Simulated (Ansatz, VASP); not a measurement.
One calculation of Al2O3, two programs

INCAR

```
PREC = Accurate
ENCUT = 520
EDIFF = 1E-6
ISMEAR = 0
SIGMA = 0.05
LREAL = False
LASPH = True
NELM = 80
ALGO = Normal
ISIF = 2
LWAVE = False
LCHARG = True
GGA = PS
LELF = True
LVHAR = True
NBANDS = 35
```

KPOINTS

```
Automatic mesh
0
Gamma
  6 6 6
```

File POSCAR:

```
Al2O3
1.0
    2.3644610049      1.3651221977      4.1839925636
   -2.3644610049      1.3651221977      4.1839925636
    0.0000000000     -2.7302443954      4.1839925636
Al O
4 6
Direct
    0.8520350473      0.8520350473      0.8520350473
    0.6479649527      0.6479649527      0.6479649527
    0.1479649527      0.1479649527      0.1479649527
    0.3520350473      0.3520350473      0.3520350473
    0.0558571577      0.4441428423      0.7500000000
    0.7500000000      0.0558571577      0.4441428423
    0.4441428423      0.7500000000      0.0558571577
    0.9441428423      0.5558571577      0.2500000000
    0.2500000000      0.9441428423      0.5558571577
    0.5558571577      0.2500000000      0.9441428423
```

Input for Ansatz:

```yaml
crystal:
  lattice:
    - [2.3644610049, 1.3651221977, 4.1839925636]
    - [-2.3644610049, 1.3651221977, 4.1839925636]
    - [0.0, -2.7302443954, 4.1839925636]
  atoms:
    - { symbol: Al, position: [0.8520350473, 0.8520350473, 0.8520350473] }
    - { symbol: Al, position: [0.6479649527, 0.6479649527, 0.6479649527] }
    - { symbol: Al, position: [0.1479649527, 0.1479649527, 0.1479649527] }
    - { symbol: Al, position: [0.3520350473, 0.3520350473, 0.3520350473] }
    - { symbol: O, position: [0.0558571577, 0.4441428423, 0.75] }
    - { symbol: O, position: [0.75, 0.0558571577, 0.4441428423] }
    - { symbol: O, position: [0.4441428423, 0.75, 0.0558571577] }
    - { symbol: O, position: [0.9441428423, 0.5558571577, 0.25] }
    - { symbol: O, position: [0.25, 0.9441428423, 0.5558571577] }
    - { symbol: O, position: [0.5558571577, 0.25, 0.9441428423] }
basis:
  ecutwfc: 520.0
kpoints:
  mp_grid: { grid: [6, 6, 6] }
hamiltonian:
  xc: pbesol
  pseudopotentials: { kind: paw, azcp: { folder: soft_1 } }
scf:
  occupations: { method: gaussian, width: 0.05 }
output:
  forces: true
  stress: true
  eigenvalues: true
```

Alike in both runs: task single point; functional PBEsol; k mesh 6 × 6 × 6; occupations gaussian, width 0.05 eV; no spin polarisation.

|  | VASP | Ansatz |
| --- | --- | --- |
| version | VASP 6.6.1 | Ansatz 0.2.0 |
| potentials or method | VASP PAW PBE potentials, release 64 (Al, O), cutoff 520 eV | scalar-relativistic, plane waves, PAW |
| valence electrons in the cell | 48 | 48 |

```tsv
	VASP	Ansatz	Ansatz less VASP
gap on the k mesh at the Fermi level (eV)	6.49	6.49	-0.008
least direct gap on the mesh (eV)	6.49	6.49	-0.008
pressure (GPa)	14.8	14.5	-0.32
traceless stress, the component that is largest in VASP (GPa)	6.94	6.96	+0.020
rms of the force components (eV/Å)	0.088	0.084	-0.0040
```

VASP's potentials were made for PBE, not for PBEsol, and Ansatz warns of the same on its side. Atom by atom the forces differ by 0.004 eV/Å (rms over components).
